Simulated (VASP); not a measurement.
# MgO (P6_3/mmc) in VASP: further runs, part 2 of 2

VASP 6.6.1. The steps go on from the part before.

**3. Single point, PBE (volume 12.109 Å^3 an atom, c/a of the conventional cell 1.2837)**

Contents of INCAR:

```
ALGO = Normal
EDIFF = 1E-6
ENCUT = 520
GGA = PE
ISIF = 2
ISMEAR = 0
LASPH = True
LCHARG = False
LREAL = False
LWAVE = False
NBANDS = 16
NELM = 100
PREC = Accurate
SIGMA = 0.05
```

Contents of KPOINTS:

```
k-points
0
Gamma
  9 9 6
```

Contents of POSCAR:

```
MgO
1.0
    3.5187739314      0.0000000000      0.0000000000
   -1.7593869657      3.0473476148      0.0000000000
    0.0000000000      0.0000000000      4.5170500958
Mg O
2 2
Direct
    0.6666666667      0.3333333333      0.7500000000
    0.3333333333      0.6666666667      0.2500000000
    0.6666666667      0.3333333333      0.2500000000
    0.3333333333      0.6666666667      0.7500000000
```

Potentials or basis: VASP PAW PBE potentials, release 64 (Mg, O).

The run is started by

```
cat potpaw_PBE.64/Mg/POTCAR potpaw_PBE.64/O/POTCAR > POTCAR
mpirun -np 1 vasp_std > vasp.out
```

OUTCAR:

```text
EDIFF = 1E-6
   ENCUT = 520
   GGA = PE
   ISIF = 2
   ISMEAR = 0
   LASPH = True
   LREAL = False
   NELM = 100
   PREC = Accurate

 ion  position               nearest neighbor table
   1  0.667  0.333  0.750-   4 2.03   4 2.03   4 2.03   3 2.26   3 2.26   2 3.04   2 3.04   2 3.04
                             2 3.04   2 3.04   2 3.04
   2  0.333  0.667  0.250-   3 2.03   3 2.03   3 2.03   4 2.26   4 2.26   1 3.04   1 3.04   1 3.04
                             1 3.04   1 3.04   1 3.04
   3  0.667  0.333  0.250-   2 2.03   2 2.03   2 2.03   1 2.26   1 2.26
[... 656 lines left out ...]
 [... further k-points ...]
[... 5 lines left out ...]
  --------------------------------------------------------------------------------------
  -------------------------------------------------------------------------------------
  Total       -1.4014383     -1.4014383     -3.2740905      0.0000000      0.0000000     -0.0000000
  in kB      -46.3571024    -46.3571024   -108.3011324      0.0000000      0.0000000     -0.0000000
  external PRESSURE =     -67.0051124 kB  Pullay stress =       0.0000000 kB

 VOLUME and BASIS-vectors are now :
 -----------------------------------------------------------------------------
  energy-cutoff  :      520.00
  volume of cell :       48.44
      direct lattice vectors                 reciprocal lattice vectors
     3.518773931  0.000000000  0.000000000     0.284189897  0.164077113  0.000000000
    -1.759386966  3.047347615  0.000000000     0.000000000  0.328154227  0.000000000
     0.000000000  0.000000000  4.517050096     0.000000000  0.000000000  0.221383420

 POSITION                                       TOTAL-FORCE (eV/Angst)
 -----------------------------------------------------------------------------------
      1.75939      1.01578      3.38779        -0.000000      0.000000      0.000000
     -0.00000      2.03157      1.12926         0.000000     -0.000000      0.000000
      1.75939      1.01578      1.12926        -0.000000     -0.000000      0.000000
     -0.00000      2.03157      3.38779         0.000000      0.000000      0.000000
 -----------------------------------------------------------------------------------
    total drift:                               -0.000000      0.000000     -0.000000

  FREE ENERGIE OF THE ION-ELECTRON SYSTEM (eV)
  ---------------------------------------------------
  free  energy   TOTEN  =       -23.5580863206 eV

  energy  without entropy=      -23.5580863206  energy(sigma->0) =      -23.55808632
```

OSZICAR:

```text
N       E                     dE             d eps       ncg     rms          rms(c)
DAV:   1     0.594365553344E+02    0.59437E+02   -0.74648E+03  1544   0.887E+02
DAV:   2    -0.235290848921E+02   -0.82966E+02   -0.75832E+02  2184   0.190E+02
DAV:   3    -0.274829089109E+02   -0.39538E+01   -0.39423E+01  1656   0.433E+01
DAV:   4    -0.274992921649E+02   -0.16383E-01   -0.16383E-01  1856   0.326E+00
DAV:   5    -0.274993757064E+02   -0.83541E-04   -0.83541E-04  1664   0.225E-01    0.112E+01
DAV:   6    -0.236348574774E+02    0.38645E+01   -0.11059E+01  1600   0.251E+01    0.388E+00
DAV:   7    -0.235732715064E+02    0.61586E-01   -0.18384E-01  1552   0.349E+00    0.215E+00
DAV:   8    -0.235600430342E+02    0.13228E-01   -0.10867E-01  1584   0.349E+00    0.546E-01
DAV:   9    -0.235570626017E+02    0.29804E-02   -0.62018E-03  1840   0.717E-01    0.122E-01
DAV:  10    -0.235580601947E+02   -0.99759E-03   -0.96931E-04  1552   0.212E-01    0.266E-02
DAV:  11    -0.235580878722E+02   -0.27678E-04   -0.34443E-05  1704   0.377E-02    0.222E-02
DAV:  12    -0.235580865599E+02    0.13124E-05   -0.11461E-05  1552   0.266E-02    0.379E-03
DAV:  13    -0.235580863206E+02    0.23925E-06   -0.68408E-07  1256   0.628E-03
   1 F= -.23558086E+02 E0= -.23558086E+02  d E =-.902499E-19
```

Run time: 18 s. Hardware: 1 thread of Intel Xeon Platinum 8559C (Emerald Rapids), shared host; peak memory 0.18 GiB.

Results:

| Quantity | Value |
| --- | --- |
| Free energy | -23.5581 eV |
| Pressure | -6.7 GPa |
| Band gap on the k mesh | 2.85 eV, direct |

**4. Single point, PBE (volume 12.292 Å^3 an atom, c/a of the conventional cell 1.1848)**

Contents of INCAR:

```
  ALGO = Normal
  EDIFF = 1E-6
  ENCUT = 520
  GGA = PE
  ISIF = 2
  ISMEAR = 0
  LASPH = True
  LCHARG = False
  LREAL = False
  LWAVE = False
  NBANDS = 16
  NELM = 80
  PREC = Accurate
  SIGMA = 0.05
```

KPOINTS is that of step 3.

Contents of POSCAR:

```
MgO
1.0
    3.6321933189      0.0000000000      0.0000000000
   -1.8160966595      3.1455716856      0.0000000000
    0.0000000000      0.0000000000      4.3034226442
Mg O
2 2
Direct
    0.6666666667      0.3333333333      0.7500000000
    0.3333333333      0.6666666667      0.2500000000
    0.6666666667      0.3333333333      0.2500000000
    0.3333333333      0.6666666667      0.7500000000
```

The run is started by

```
cat potpaw_PBE.64/Mg/POTCAR potpaw_PBE.64/O/POTCAR > POTCAR
mpirun -np 1 vasp_std > vasp.out
```

It took 21 s on 1 thread of Intel Xeon Platinum 8559C (Emerald Rapids), shared host; peak memory 0.18 GiB.

It converged, with:

- Free energy: -23.5659 eV
- Pressure: -8.6 GPa
- Band gap on the k mesh: 2.91 eV, direct

Stress tensor (GPa, compression positive):
```
-8.96  0.00  0.00
 0.00 -8.96  0.00
 0.00  0.00 -7.99
```

Levels at points of the mesh, in eV from the valence-band top:
| k point | band 6 | band 7 | band 8 | band 9 | band 10 | band 11 |
| --- | --- | --- | --- | --- | --- | --- |
| (0.00, 0.00, 0.00) | -0.64 | -0.64 | 0.00 | 2.91 | 8.65 | 11.50 |
| (0.00, 0.00, 0.50) | -1.10 | -1.10 | -1.10 | 5.90 | 5.90 | 12.10 |

**5. Single point, PBE (volume 12.292 Å^3 an atom, c/a of the conventional cell 1.2632)**

Contents of INCAR:

```
  PREC = Accurate
  ENCUT = 520
  EDIFF = 1E-6
  ISMEAR = 0
  SIGMA = 0.05
  LREAL = False
  LASPH = True
  NELM = 60
  ALGO = Normal
  ISIF = 2
  LWAVE = False
  LCHARG = False
  GGA = PE
  NBANDS = 16
```

Contents of KPOINTS:

```
regular mesh
0
Gamma
  9 9 6
```

Contents of POSCAR:

```
MgO
1.0
    3.5554392686      0.0000000000      0.0000000000
   -1.7777196343      3.0791007282      0.0000000000
    0.0000000000      0.0000000000      4.4912308841
Mg O
2 2
Direct
    0.6666666667      0.3333333333      0.7500000000
    0.3333333333      0.6666666667      0.2500000000
    0.6666666667      0.3333333333      0.2500000000
    0.3333333333      0.6666666667      0.7500000000
```

The run is started by

```
cat potpaw_PBE.64/Mg/POTCAR potpaw_PBE.64/O/POTCAR > POTCAR
mpirun -np 1 vasp_std > vasp.out
```

Run time: 19 s. Hardware: 1 thread of Intel Xeon Platinum 8559C (Emerald Rapids), shared host; peak memory 0.18 GiB.

It converged, with:

```yaml
Free_energy: -23.5415 eV
Pressure: -8.4 GPa
Band_gap_on_the_k_mesh: 2.80 eV, direct
```

Stress tensor (GPa, compression positive):
```
 -6.93   0.00   0.00
  0.00  -6.93   0.00
  0.00   0.00 -11.37
```

Levels at points of the mesh, in eV from the valence-band top:
| k point | band 6 | band 7 | band 8 | band 9 | band 10 | band 11 |
| --- | --- | --- | --- | --- | --- | --- |
| (0.00, 0.00, 0.00) | -0.81 | -0.81 | 0.00 | 2.80 | 8.37 | 10.85 |
| (0.00, 0.00, 0.50) | -1.18 | -1.18 | -1.18 | 5.73 | 5.73 | 12.43 |

**6. Single point, PBE (volume 12.292 Å^3 an atom, c/a of the conventional cell 1.3044)**

Contents of INCAR:

```
SYSTEM = MgO
PREC = Accurate
ENCUT = 520
EDIFF = 1E-6
ISMEAR = 0
SIGMA = 0.05
LREAL = .FALSE.
LASPH = .TRUE.
NELM = 100
ALGO = Normal
ISIF = 2
LWAVE = .FALSE.
LCHARG = .TRUE.
GGA = PE
LELF = .TRUE.
LVHAR = .TRUE.
NBANDS = 16
```

Contents of KPOINTS:

```
regular mesh
0
G
  9 9 6
  0 0 0
```

Contents of POSCAR:

```
MgO
1.0
    3.5176047605      0.0000000000      0.0000000000
   -1.7588023803      3.0463350831      0.0000000000
    0.0000000000      0.0000000000      4.5883636496
Mg O
2 2
Direct
    0.6666666667      0.3333333333      0.7500000000
    0.3333333333      0.6666666667      0.2500000000
    0.6666666667      0.3333333333      0.2500000000
    0.3333333333      0.6666666667      0.7500000000
```

Potentials or basis: VASP PAW PBE potentials, release 64 (Mg, O).

The run is started by

```
cat potpaw_PBE.64/Mg/POTCAR potpaw_PBE.64/O/POTCAR > POTCAR
mpirun -np 1 vasp_std > vasp.out
```

It took 19 s on 1 thread of Intel Xeon Platinum 8559C (Emerald Rapids), shared host; peak memory 0.18 GiB.

It converged, with:

```
Free energy            : -23.5047 eV
Pressure               : -7.7 GPa
Band gap on the k mesh : 2.76 eV, direct
```

Stress tensor (GPa, compression positive):
```
 -5.48   0.00   0.00
  0.00  -5.48   0.00
  0.00   0.00 -12.19
```

Levels at points of the mesh, in eV from the valence-band top:
```csv
k point,band 5,band 6,band 7,band 8,band 9,band 10,band 11,band 12
"(0.00, 0.00, 0.00)",-1.53,-0.88,-0.88,0.00,2.76,8.28,10.56,12.27
"(0.00, 0.00, 0.50)",-1.21,-1.21,-1.21,-1.21,5.66,5.66,12.63,12.63
```

**7. Overview**

```csv
cell,gap on the mesh (eV),pressure (GPa)
"a = 3.673, b = 3.673, c = 4.147 Å, angles 90.0, 90.0, 120.0°, 4 atoms",3.07,-6.2
"a = 3.519, b = 3.519, c = 4.517 Å, angles 90.0, 90.0, 120.0°, 4 atoms",2.85,-6.7
"a = 3.632, b = 3.632, c = 4.303 Å, angles 90.0, 90.0, 120.0°, 4 atoms",2.91,-8.6
"a = 3.555, b = 3.555, c = 4.491 Å, angles 90.0, 90.0, 120.0°, 4 atoms",2.80,-8.4
"a = 3.518, b = 3.518, c = 4.588 Å, angles 90.0, 90.0, 120.0°, 4 atoms",2.76,-7.7
```

Alike in all rows: task single point; level PBE; potentials or basis VASP PAW PBE potentials, release 64 (Mg, O); no spin polarisation; k mesh 9 × 9 × 6; cutoff (eV) 520; smearing gaussian 0.05 eV.

Absolute energies hang on the potentials; compare differences alone.
